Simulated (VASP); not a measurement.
# Cr: single point with r2SCAN

Crystal: Cr.

```
CELL_PARAMETERS angstrom
0.00000 2.82895 0.00000
2.82895 0.00000 0.00000
2.82895 2.82895 -2.82895
ATOMIC_POSITIONS crystal
Cr 0.00000 0.00000 0.00000
Cr 0.00000 0.00000 0.50000
```

```
Program             : VASP 6.6.1
Task                : single point
Functional          : r2SCAN
Potentials or basis : VASP PAW PBE potentials, release 64 (Cr_pv)
Cutoff              : 520 eV
k mesh              : 20 × 20 × 10
Occupations         : gaussian, width 0.05 eV
Spin                : collinear spin, antiferromagnetic start
Starting moments    : [2.0, -2.0] μB
```

```json
{
  "Pressure": "20.8 GPa",
  "Band gap on the k mesh": "zero (filled and empty bands overlap)",
  "Net moment": "0.00 μB per cell",
  "Site moments": "Cr +2.02, -2.02 μB",
  "Valence electrons inside the program's atomic spheres": "Cr 11.34"
}
```

Levels at points of the mesh, in eV from the Fermi level:
Spin up:
| k point | band 8 | band 9 | band 10 | band 11 | band 12 | band 13 | band 14 | band 15 | band 16 | band 17 |
| --- | --- | --- | --- | --- | --- | --- | --- | --- | --- | --- |
| (0.00, 0.00, 0.00) | -4.63 | -4.63 | -1.27 | -1.27 | -1.27 | 1.56 | 1.73 | 1.73 | 3.28 | 3.28 |
| (0.50, 0.00, 0.00) | -4.71 | -2.80 | -2.80 | 0.90 | 0.91 | 0.98 | 1.27 | 1.62 | 1.87 | 3.02 |
| (0.00, 0.00, 0.50) | -4.06 | -2.60 | -1.53 | -1.53 | -0.83 | -0.47 | 0.90 | 0.90 | 1.49 | 2.27 |
| (0.50, 0.50, 0.50) | -3.33 | -3.33 | -1.73 | -1.73 | -1.73 | 1.04 | 1.04 | 1.53 | 3.09 | 3.09 |
Spin down:
| k point | band 9 | band 10 | band 11 | band 12 | band 13 | band 14 | band 15 | band 16 |
| --- | --- | --- | --- | --- | --- | --- | --- | --- |
| (0.00, 0.00, 0.00) | -4.63 | -1.27 | -1.27 | -1.27 | 1.56 | 1.73 | 1.73 | 3.28 |
| (0.50, 0.00, 0.00) | -2.80 | -2.80 | 0.90 | 0.91 | 0.98 | 1.27 | 1.62 | 1.87 |
| (0.00, 0.00, 0.50) | -2.60 | -1.53 | -1.53 | -0.83 | -0.47 | 0.90 | 0.90 | 1.49 |
| (0.50, 0.50, 0.50) | -3.33 | -1.73 | -1.73 | -1.73 | 1.04 | 1.04 | 1.53 | 3.09 |

Run time: 17 min on 1 thread of Intel Xeon 8259CL, with other jobs on the host, peak memory 0.26 GiB.

Caveat: the cell stands under pressure; the PAW data sets were made with another functional, which shifts forces and pressure a little.
